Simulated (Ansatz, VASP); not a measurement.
## RbAg3 in VASP and in Ansatz

```xyz
4
Lattice="4.6860 0.0000 0.0000 0.0000 4.6860 0.0000 0.0000 0.0000 4.6764" Properties=species:S:1:pos:R:3 pbc="T T T"
Rb    0.0000    0.0000    0.0000
Ag    0.0000    2.3430    2.3382
Ag    2.3430    0.0000    2.3382
Ag    2.3430    2.3430    0.0000
```

Alike in both runs: functional PBE; k mesh 10 × 10 × 10; occupations gaussian, width 0.1 eV; no spin polarisation.

Ansatz relaxed the structure, and its values are those at the end. VASP's run is a single point on that final structure, the one shown.

|  | VASP | Ansatz |
| --- | --- | --- |
| version | VASP 6.6.1 | Ansatz 0.2.0 |
| potentials or method | VASP PAW PBE potentials, release 64 (Rb_sv, Ag), cutoff 520 eV | scalar-relativistic, plane waves, PAW |
| valence electrons in the cell | 42 | 66 |

|  | VASP | Ansatz | Ansatz less VASP |
| --- | --- | --- | --- |
| gap on the k mesh at the Fermi level (eV) | none | none | - |
| pressure (GPa) | 0.0 | 0.0 | -0.05 |

A gap of «none» marks a metal or a gap that the smearing closes. The functional is the same, so the differences come from potentials, cutoffs and numerics. VASP's potentials hold 42 valence electrons a cell and Ansatz's 66, so a difference there can come from the potentials and not from the codes.
